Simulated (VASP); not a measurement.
A run of VASP 6.6.1:

File INCAR:

```
SYSTEM = Pt
PREC = Accurate ; ENCUT = 520
EDIFF = 1E-7 ; ISMEAR = -1
SIGMA = 0.1 ; LREAL = .FALSE.
LASPH = .TRUE. ; NELM = 150
ALGO = Normal ; ISIF = 2
LWAVE = .FALSE. ; LCHARG = .TRUE.
LNONCOLLINEAR = .TRUE. ; MAGMOM = 0 0 0
LORBIT = 11 ; LSORBIT = .TRUE.
GGA_COMPAT = .FALSE. ; LORBMOM = .TRUE.
LMAXMIX = 4 ; LVHAR = .TRUE.
NBANDS = 21
```

The input KPOINTS:

```
regular mesh
0
G
  12 12 12
  0 0 0
```

File POSCAR:

```
Pt
1.0
    2.5702419731      0.0000000000      0.0000000000
    0.0000000000      2.5702419731      0.0000000000
    0.0000000000      0.0000000000      2.5702419731
Pt
1
Direct
    0.0000000000      0.0000000000      0.0000000000
```

Potentials or basis: VASP PAW LDA potentials, release 64 (Pt).

Command:

```bash
$ cat potpaw_LDA.64/Pt/POTCAR > POTCAR
$ mpirun -np 1 vasp_ncl > vasp.out
```

Hardware: 1 thread of Intel Xeon 8259CL, with other jobs on the host.

Task: Estimate the wall time of this run.

Result: Run time: 55 s on 1 thread of Intel Xeon 8259CL (shared host), peak memory 0.18 GiB. Counts: scf iterations 12, k points 84.
